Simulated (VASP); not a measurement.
Fe: single point with LDA

Fe:

```
Fe
1.0
    -1.37460    1.37460    1.37460
     1.37460   -1.37460    1.37460
     1.37460    1.37460   -1.37460
Fe
1
Cartesian
  0.0000 0.0000 0.0000
```

```json
{"Program": "VASP 6.6.1", "Task": "single point", "Functional": "LDA", "Potentials or basis": "VASP PAW LDA potentials, release 64 (Fe)", "Cutoff": "520 eV", "k mesh": "13 × 13 × 13", "Occupations": "fermi-dirac, width 0.05 eV", "Spin": "collinear spin, ferromagnetic start", "Starting moments": "[1.988] μB"}
```

```yaml
Pressure: 0.0 GPa
Band_gap_on_the_k_mesh: zero (filled and empty bands overlap)
Net_moment: 1.98 μB per cell
Site_moments: Fe +1.95 μB
Valence_electrons_inside_the_program's_atomic_spheres: Fe 7.48
```

Levels at points of the mesh, in eV from the Fermi level:
Spin up:
```
           k point  band 3  band 4  band 5  band 6  band 7  band 8
(0.00, 0.00, 0.00)   -2.57   -2.57   -1.01   -1.01   25.63   25.63
```
Spin down:
| k point | band 1 | band 2 | band 3 | band 4 | band 5 | band 6 | band 7 |
| --- | --- | --- | --- | --- | --- | --- | --- |
| (0.00, 0.00, 0.00) | -8.79 | -0.95 | -0.95 | -0.95 | 1.11 | 1.11 | 25.80 |

Run time: 30 s on 1 thread of AMD EPYC 7R43 64-Core Processor (Zen 3), on a shared host, peak memory 0.09 GiB.
